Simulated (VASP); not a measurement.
# CaMg (P4/mmm) in VASP: a series of runs

The runs below take CaMg through single point, with LDA.

All numbers are computed with VASP 6.6.1; they aren't measurements. Logs are shortened: lines on timing, memory, paths and dates and some standing lists are left out, and cuts for length are marked.

### 1 The cell of the first run

The structure is tetragonal, space group P4/mmm (No. 123). Conventional cell: a = 3.836 Å, b = 3.836 Å, c = 4.112 Å, α = 90.00°, β = 90.00°, γ = 90.00°. Ca (site symmetry 4/mmm) has 8 Mg at 3.40 Å and 6 Ca at 3.84 to 4.11 Å within 4.5 Å. Mg (site symmetry 4/mmm) has 8 Ca at 3.40 Å and 6 Mg at 3.84 to 4.11 Å within 4.5 Å.

### 2 Single point, LDA (volume 30.249 Å^3 an atom, c/a of the conventional cell 1.0720)

File INCAR:

```
SYSTEM = CaMg
  PREC = Accurate
  ENCUT = 520
  EDIFF = 1E-6
  ISMEAR = 0
  SIGMA = 0.15
  LREAL = .FALSE.
  LASPH = .TRUE.
  NELM = 80
  ALGO = Fast
  ISIF = 2
  LWAVE = .FALSE.
  LCHARG = .FALSE.
  NBANDS = 13
```

File KPOINTS:

```
Automatic mesh
0
G
  14 14 14
  0 0 0
```

File POSCAR:

```
CaMg
1.0
    3.8357363134      0.0000000000      0.0000000000
    0.0000000000      3.8357363134      0.0000000000
    0.0000000000      0.0000000000      4.1119093279
Ca Mg
1 1
Direct
    0.0000000000      0.0000000000      0.0000000000
    0.5000000000      0.5000000000      0.5000000000
```

Potentials or basis: VASP PAW LDA potentials, release 64 (Ca_sv, Mg).

Run with:

```sh
$ cat potpaw_LDA.64/Ca_sv/POTCAR potpaw_LDA.64/Mg/POTCAR > POTCAR
$ mpirun -np 1 vasp_std > vasp.out
```

OUTCAR:

```text
SYSTEM = CaMg
   PREC = Accurate
   ENCUT = 520
   EDIFF = 1E-6
   ISMEAR = 0
   LREAL = .FALSE.
   LASPH = .TRUE.
   NELM = 80
   ISIF = 2

 ion  position               nearest neighbor table
   1  0.000  0.000  0.000-   2 3.40   2 3.40   2 3.40   2 3.40   2 3.40   2 3.40   2 3.40   2 3.40

   2  0.500  0.500  0.500-   1 3.40   1 3.40   1 3.40   1 3.40   1 3.40   1 3.40   1 3.40   1 3.40

  LATTYP: Found a simple tetragonal cell.
 ALAT       =     3.8357363134
 C/A-ratio  =     1.0720000000

  Lattice vectors:

 A1 = (   3.8357363134,   0.0000000000,   0.0000000000)
 A2 = (   0.0000000000,   3.8357363134,   0.0000000000)
 A3 = (   0.0000000000,   0.0000000000,   4.1119093279)

Analysis of symmetry for initial positions (statically):
=====================================================================
 Subroutine PRICEL returns:
 Original cell was already a primitive cell.

 Routine SETGRP: Setting up the symmetry group for a
 simple tetragonal supercell.

 Subroutine GETGRP returns: Found 16 space group operations
 (whereof 16 operations were pure point group operations)
 out of a pool of 16 trial point group operations.

The static configuration has the point symmetry D_4h.

Analysis of symmetry for dynamics (positions and initial velocities):
=====================================================================
 Subroutine PRICEL returns:
 Original cell was already a primitive cell.

 Routine SETGRP: Setting up the symmetry group for a
 simple tetragonal supercell.

 Subroutine GETGRP returns: Found 16 space group operations
 (whereof 16 operations were pure point group operations)
 out of a pool of 16 trial point group operations.

The dynamic configuration has the point symmetry D_4h.

 Subroutine INISYM returns: Found 16 space group operations
 (whereof 16 operations are pure point group operations),
 and found     1 'primitive' translations

----------------------------------------------------------------------------------------

                                     Primitive cell

  volume of cell :      60.4980

  direct lattice vectors                    reciprocal lattice vectors
     3.835736313  0.000000000  0.000000000     0.260706138  0.000000000  0.000000000
     0.000000000  3.835736313  0.000000000     0.000000000  0.260706138  0.000000000
     0.000000000  0.000000000  4.111909328     0.000000000  0.000000000  0.243196024

  length of vectors
     3.835736313  3.835736313  4.111909328     0.260706138  0.260706138  0.243196024

  position of ions in fractional coordinates (direct lattice)
     0.000000000  0.000000000  0.000000000
     0.500000000  0.500000000  0.500000000

  ion indices of the primitive-cell ions
   primitive index   ion index
                 1           1
                 2           2

----------------------------------------------------------------------------------------

 KPOINTS: Automatic mesh

Automatic generation of k-mesh.
 Grid dimensions read from file:
 generate k-points for:   14   14   14

 Generating k-lattice:

  Cartesian coordinates                     Fractional coordinates (reciprocal lattice)
     0.018621867  0.000000000  0.000000000     0.071428571  0.000000000  0.000000000
     0.000000000  0.018621867  0.000000000     0.000000000  0.071428571  0.000000000
     0.000000000  0.000000000  0.017371145     0.000000000  0.000000000  0.071428571

  Length of vectors
     0.018621867  0.018621867  0.017371145

  Shift w.r.t. Gamma in fractional coordinates (k-lattice)
     0.000000000  0.000000000  0.000000000

 Subroutine IBZKPT returns following result:
 ===========================================

 Found    288 irreducible k-points:

 Following reciprocal coordinates:
            Coordinates               Weight
  0.000000  0.000000  0.000000      1.000000
  0.071429  0.000000  0.000000      4.000000
  0.142857  0.000000  0.000000      4.000000
  0.214286  0.000000  0.000000      4.000000
  0.285714  0.000000  0.000000      4.000000
  0.357143  0.000000  0.000000      4.000000
[... 16 lines left out ...]
  0.285714  0.214286  0.000000      8.000000
  0.357143  0.214286  0.000000      8.000000
 [... further k-points ...]
   k-points           NKPTS =    288   k-points in BZ     NKDIM =    288   number of bands    NBANDS=     13
   number of dos      NEDOS =    301   number of ions     NIONS =      2
   total plane-waves  NPLWV =  28800
   dimension x,y,z NGX =    30 NGY =   30 NGZ =   32
   dimension x,y,z NGXF=    60 NGYF=   60 NGZF=   64
   ions per type =               1   1
   NGX,Y,Z   is equivalent  to a cutoff of  13.00, 13.00, 12.94 a.u.
   NGXF,Y,Z  is equivalent  to a cutoff of  26.00, 26.00, 25.88 a.u.
 SYSTEM =  CaMg
   PREC   = accura    normal or accurate (medium, high low for compatibility)
   ISTART =      0    job   : 0-new  1-cont  2-samecut
   ICHARG =      2    charge: 1-file 2-atom 10-const
   ISPIN  =      1    spin polarized calculation?
   LNONCOLLINEAR =      F non collinear calculations
   LSORBIT =      F    spin-orbit coupling
   LASPH  =      T    aspherical Exc in radial PAW
   ENCUT  =  520.0 eV  38.22 Ry    6.18 a.u.   7.13  7.13  7.65*2*pi/ulx,y,z
   NELM   =     80;   NELMIN=  2; NELMDL= -5     # of ELM steps
   EDIFF  = 0.1E-05   stopping-criterion for ELM
   LREAL  =      F    real-space projection
   EDIFFG = 0.1E-04   stopping-criterion for IOM
   NSW    =      0    number of steps for IOM
   IBRION =     -1    ionic relax: 0-MD 1-quasi-New 2-CG
   NFREE  =      0    steps in history (QN), initial steepest desc. (CG)
   ISIF   =      2    stress and relaxation
   ISYM   =      2    0-nonsym 1-usesym 2-fastsym
   POTIM  = 0.5000    time-step for ionic-motion
   TEBEG  =    0.0;   TEEND  =   0.0 temperature during run
   PSTRESS=    0.0 pullay stress
   NELECT =      12.0000    total number of electrons
   NUPDOWN=      -1.0000    fix difference up-down
   EMIN   =  10.00;   EMAX   =-10.00  energy-range for DOS
   EFERMI =   0.00;   METHOD = LEGACY
   ISMEAR =     0;   SIGMA  =   0.15  broadening in eV -4-tet -1-fermi 0-gaus
   EFERMI_NEDOS =   21; number of points for ismear=-14 and -15
   IALGO  =     68    algorithm
   IMIX   =      4    mixing-type and parameters
     AMIX     =   0.40;   BMIX     =  1.00
     AMIX_MAG =   1.60;   BMIX_MAG =  1.00
  volume/ion in A,a.u.               =      30.25       204.13
  Fermi-wavevector in a.u.,A,eV,Ry     =   0.954747  1.804210 12.402276  0.911542
  Thomas-Fermi vector in A             =   2.083522
   LORBIT       =      0    0 simple, 1 ext, 2 COOP (PROOUT), +10 PAW based schemes
   GGA     = CA    functional components
   LHFCALC =     F    Hartree Fock is set to
   AEXX    =    0.0000 exact exchange contribution
   IVDW    =     0    specifies the selected vdW correction
   LEPSILON=     F    determine dielectric tensor
   LRPA    =     F    only Hartree local field effects (RPA)
 non-spin polarized calculation
 RMM-DIIS sequential band-by-band and
 Gauss-broadening in eV      SIGMA  =   0.15
  energy-cutoff  :      520.00
  volume of cell :       60.50
 maximum number of plane-waves:      1672
 NGX is ok and might be reduce to    30
   NGX = 15   NGY = 15   NGZ = 15

 number of electron      12.0000002 magnetization

 Free energy of the ion-electron system (eV)
  ---------------------------------------------------
  ext. energy  EPLUGINS =         0.00000000
  ---------------------------------------------------
  free energy    TOTEN  =        -4.27022636 eV

  energy without entropy =       -4.25060835  energy(sigma->0) =       -4.26041735

 E-fermi :   2.1291     XC(G=0):  -8.4864

 val. band max:        2.1235742749   @ k =   0.2857   0.2143   0.0714
 cond. band min:       2.1347189188   @ k =   0.4286   0.2143   0.3571
 fundamental gap:      0.0111446439
 Fermi energy:         2.1290987787

 k-point     1 :       0.0000    0.0000    0.0000
  band No.  band energies     occupation
      1     -38.8527      2.00000
      2     -20.1395      2.00000
      3     -20.1208      2.00000
      4     -20.1208      2.00000
      5      -3.0702      2.00000
      6       2.9856      0.00000
      7       3.1563      0.00000
      8       5.4390      0.00000
      9       5.8414      0.00000
     10       5.8414      0.00000
     11       6.0830      0.00000
     12       6.6939      0.00000
     13       6.6939      0.00000

 k-point     2 :       0.0714    0.0000    0.0000
  band No.  band energies     occupation
      1     -38.8523      2.00000
      2     -20.1390      2.00000
      3     -20.1259      2.00000
      4     -20.1203      2.00000
      5      -3.0129      2.00000
      6       2.9936      0.00000
      7       3.1254      0.00000
      8       5.1968      0.00000
      9       5.8515      0.00000
     10       5.8698      0.00000
     11       6.1130      0.00000
     12       6.4625      0.00000
     13       6.9400      0.00000

 k-point     3 :       0.1429    0.0000    0.0000
  band No.  band energies     occupation
      1     -38.8514      2.00000
      2     -20.1401      2.00000
      3     -20.1377      2.00000
      4     -20.1191      2.00000
      5      -2.8424      2.00000
      6       2.8409      0.00000
      7       3.1580      0.00000
      8       4.8592      0.00000
      9       5.5314      0.00000
     10       5.8801      0.00000
     11       6.0849      0.00000
     12       6.5418      0.00000
     13       7.3799      0.00000
[... 305 lines left out ...]
 k-point    23 :       0.2857    0.2143    0.0000
  band No.  band energies     occupation
      1     -38.8460      2.00000
      2     -20.1789      2.00000
      3     -20.1541      2.00000
      4     -20.1299      2.00000
      5      -1.7122      2.00000
      6       2.0935      1.26287
      7       2.9206      0.00000
      8       4.4142      0.00000
      9       4.4359      0.00000
     10       5.2689      0.00000
     11       6.4510      0.00000
     12       6.9614      0.00000
     13       8.4536      0.00000

 k-point    24 :       0.3571    0.2143    0.0000
  band No.  band energies     occupation
      1     -38.8447      2.00000
      2     -20.1988      2.00000
      3     -20.1520      2.00000
      4     -20.1280      2.00000
      5      -1.2615      2.00000
      6       1.3934      2.00000
      7       3.1655      0.00000
      8       4.2868      0.00000
      9       4.3144      0.00000
     10       5.2869      0.00000
     11       6.5469      0.00000
     12       7.2572      0.00000
     13       8.8902      0.00000

 [... further k-points ...]
[... 5 lines left out ...]
  --------------------------------------------------------------------------------------
  -------------------------------------------------------------------------------------
  Total       -0.4772580     -0.4772580     -0.7208463      0.0000000      0.0000000      0.0000000
  in kB      -12.6392921    -12.6392921    -19.0902783      0.0000000      0.0000000      0.0000000
  external PRESSURE =     -14.7896208 kB  Pullay stress =       0.0000000 kB

 VOLUME and BASIS-vectors are now :
 -----------------------------------------------------------------------------
  energy-cutoff  :      520.00
  volume of cell :       60.50
      direct lattice vectors                 reciprocal lattice vectors
     3.835736313  0.000000000  0.000000000     0.260706138  0.000000000  0.000000000
     0.000000000  3.835736313  0.000000000     0.000000000  0.260706138  0.000000000
     0.000000000  0.000000000  4.111909328     0.000000000  0.000000000  0.243196024

 POSITION                                       TOTAL-FORCE (eV/Angst)
 -----------------------------------------------------------------------------------
      0.00000      0.00000      0.00000         0.000000      0.000000      0.000000
      1.91787      1.91787      2.05595         0.000000      0.000000      0.000000
 -----------------------------------------------------------------------------------
    total drift:                                0.000000     -0.000000     -0.000000

  FREE ENERGIE OF THE ION-ELECTRON SYSTEM (eV)
  ---------------------------------------------------
  free  energy   TOTEN  =        -4.2702263590 eV

  energy  without entropy=       -4.2506083469  energy(sigma->0) =       -4.26041735
```

Run time: 3.5 min. Hardware: 1 thread of Intel Xeon 6975P-C, shared host; peak memory 0.36 GiB.

Results:

```yaml
Free_energy: -4.2702 eV
Pressure: -1.5 GPa
Band_gap_on_the_k_mesh: zero (band 6 reaches 3.02 eV, above the bottom of band 7 at 1.81 eV)
```

Levels at points of the mesh, in eV from the Fermi level:
```
           k point  band 3  band 4  band 5  band 6  band 7  band 8  band 9  band 10
(0.00, 0.00, 0.00)  -22.25  -22.25   -5.20    0.86    1.03    3.31    3.71     3.71
(0.50, 0.00, 0.00)  -22.26  -22.24   -2.81   -2.37    1.73    1.83    2.47     3.93
(0.50, 0.50, 0.00)  -22.34  -22.25   -1.72   -0.08   -0.08    0.48    2.53     2.53
(0.00, 0.00, 0.50)  -22.25  -22.25   -3.18   -2.60    1.61    2.46    2.46     4.07
(0.50, 0.00, 0.50)  -22.31  -22.24   -2.00   -0.39   -0.27    0.21    2.88     3.03
(0.50, 0.50, 0.50)  -22.33  -22.30   -0.36   -0.31   -0.31    1.43    2.81     2.84
```

### 3 Single point, LDA (volume 31.781 Å^3 an atom, c/a of the conventional cell 1.3207)

File INCAR:

```
SYSTEM = CaMg
PREC = Accurate ; ENCUT = 520
EDIFF = 1E-6 ; ISMEAR = 0
SIGMA = 0.15 ; LREAL = .False.
LASPH = .True. ; NELM = 100
ALGO = Fast ; ISIF = 2
LWAVE = .False. ; LCHARG = .False.
NBANDS = 13
```

File KPOINTS:

```
regular mesh
0
Gamma
  14 14 14
  0 0 0
```

File POSCAR:

```
CaMg
1.0
    3.6374563635      0.0000000000      0.0000000000
    0.0000000000      3.6374563635      0.0000000000
    0.0000000000      0.0000000000      4.8039886193
Ca Mg
1 1
Direct
    0.0000000000      0.0000000000      0.0000000000
    0.5000000000      0.5000000000      0.5000000000
```

Potentials or basis: VASP PAW LDA potentials, release 64 (Ca_sv, Mg).

Run with:

```sh
$ cat potpaw_LDA.64/Ca_sv/POTCAR potpaw_LDA.64/Mg/POTCAR > POTCAR
$ mpirun -np 1 vasp_std > vasp.out
```

OUTCAR:

```text
SYSTEM = CaMg
   PREC = Accurate
   ENCUT = 520
   EDIFF = 1E-6
   ISMEAR = 0
   LREAL = .False.
   LASPH = .True.
   NELM = 100
   ISIF = 2

 ion  position               nearest neighbor table
   1  0.000  0.000  0.000-
   2  0.500  0.500  0.500-

  LATTYP: Found a simple tetragonal cell.
 ALAT       =     3.6374563635
 C/A-ratio  =     1.3207000000

  Lattice vectors:

 A1 = (   3.6374563635,   0.0000000000,   0.0000000000)
 A2 = (   0.0000000000,   3.6374563635,   0.0000000000)
 A3 = (   0.0000000000,   0.0000000000,   4.8039886193)

[... 561 lines left out ...]
      9       4.4398      0.00000
     10       4.5672      0.00000
     11       6.0550      0.00000
     12       6.7890      0.00000
     13       7.6006      0.00000

 [... further k-points ...]
[... 5 lines left out ...]
  --------------------------------------------------------------------------------------
  -------------------------------------------------------------------------------------
  Total       -0.7893789     -0.7893789     -1.3571360      0.0000000      0.0000000      0.0000000
  in kB      -19.8975017    -19.8975017    -34.2086867      0.0000000      0.0000000      0.0000000
  external PRESSURE =     -24.6678967 kB  Pullay stress =       0.0000000 kB

 VOLUME and BASIS-vectors are now :
 -----------------------------------------------------------------------------
  energy-cutoff  :      520.00
  volume of cell :       63.56
      direct lattice vectors                 reciprocal lattice vectors
     3.637456364  0.000000000  0.000000000     0.274917387  0.000000000  0.000000000
     0.000000000  3.637456364  0.000000000     0.000000000  0.274917387  0.000000000
     0.000000000  0.000000000  4.803988619     0.000000000  0.000000000  0.208160360

 POSITION                                       TOTAL-FORCE (eV/Angst)
 -----------------------------------------------------------------------------------
      0.00000      0.00000      0.00000         0.000000      0.000000      0.000000
      1.81873      1.81873      2.40199         0.000000      0.000000      0.000000
 -----------------------------------------------------------------------------------
    total drift:                               -0.000000     -0.000000     -0.000000

  FREE ENERGIE OF THE ION-ELECTRON SYSTEM (eV)
  ---------------------------------------------------
  free  energy   TOTEN  =        -4.1750155685 eV

  energy  without entropy=       -4.1537021094  energy(sigma->0) =       -4.16435884
```

OSZICAR:

```text
N       E                     dE             d eps       ncg     rms          rms(c)
DAV:   1     0.677557628908E+02    0.67756E+02   -0.53648E+03  7488   0.795E+02
DAV:   2    -0.226995635652E+01   -0.70026E+02   -0.68860E+02  8543   0.196E+02
DAV:   3    -0.417485115163E+01   -0.19049E+01   -0.18753E+01 11871   0.296E+01
DAV:   4    -0.425540888443E+01   -0.80558E-01   -0.80315E-01  9277   0.498E+00
DAV:   5    -0.425717838762E+01   -0.17695E-02   -0.17692E-02 11177   0.661E-01    0.261E+00
RMM:   6    -0.418604159395E+01    0.71137E-01   -0.64838E-02  8475   0.163E+00    0.168E+00
RMM:   7    -0.417629789177E+01    0.97437E-02   -0.57023E-02  9355   0.172E+00    0.495E-01
RMM:   8    -0.417482974718E+01    0.14681E-02   -0.11254E-02  9110   0.121E+00    0.450E-02
RMM:   9    -0.417497537301E+01   -0.14563E-03   -0.25433E-03 11169   0.553E-01    0.271E-02
RMM:  10    -0.417500055815E+01   -0.25185E-04   -0.52000E-04 11312   0.208E-01    0.127E-02
RMM:  11    -0.417500902522E+01   -0.84671E-05   -0.13698E-04 11528   0.996E-02    0.770E-03
RMM:  12    -0.417501372790E+01   -0.47027E-05   -0.46446E-05 11884   0.564E-02    0.692E-03
RMM:  13    -0.417501493986E+01   -0.12120E-05   -0.15286E-05 10943   0.257E-02    0.472E-04
RMM:  14    -0.417501556854E+01   -0.62868E-06   -0.58118E-06  9130   0.128E-02
   1 F= -.41750156E+01 E0= -.41643588E+01  d E =-.213135E-01
```

stdout:

```text
POSCAR found type information on POSCAR CaMg
 POSCAR found :  2 types and       2 ions
 scaLAPACK will be used
 LDA part: xc-table for (Slater(with rela. corr.)+CA(PZ))
 , standard interpolation
 POSCAR, INCAR and KPOINTS ok, starting setup
 FFT: planning ... GRIDC
 FFT: planning ... GRID_SOFT
 FFT: planning ... GRID
 WAVECAR not read
 entering main loop
WARNING in EDDRMM: call to ZHEGV failed, returncode =   6  3      9
```

Wall time 3.1 min (1 thread of Intel Xeon 6975P-C, shared host); peak memory 0.37 GiB.

What came out:

| Item | Value |
| --- | --- |
| Free energy | -4.1750 eV |
| Pressure | -2.5 GPa |
| Band gap on the k mesh | zero (band 6 reaches 2.75 eV, above the bottom of band 7 at 1.52 eV) |
